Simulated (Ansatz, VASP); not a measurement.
**Cu: VASP beside Ansatz**

```
Cu
1.0
    -1.47326    1.47326    1.42805
     1.47326   -1.47326    1.42805
     1.47326    1.47326   -1.42805
Cu
1
Direct
  0.00000 0.00000 0.00000
```

Alike in both runs: task single point; functional PBE; k mesh 22 × 22 × 22; occupations gaussian, width 0.15 eV; no spin polarisation.

```csv
,VASP,Ansatz
version,VASP 6.6.1,Ansatz 0.2.0
potentials or method,"VASP PAW PBE potentials, release 64 (Cu), cutoff 520 eV","scalar-relativistic, plane waves, PAW"
valence electrons in the cell,11,19
```

Ansatz gave:

```
gap on the k mesh at the Fermi level (eV)                     : none
pressure (GPa)                                                : -4.2
traceless stress, the component that is largest in VASP (GPa) : -0.31
```

Problem. Estimate VASP's values.

Solution. gap on the k mesh at the Fermi level (eV): none; pressure (GPa): -3.5; traceless stress, the component that is largest in VASP (GPa): -0.32.

A gap of «none» marks a metal or a gap that the smearing closes. VASP's potentials hold 11 valence electrons a cell and Ansatz's 19, so a difference there can come from the potentials and not from the codes.
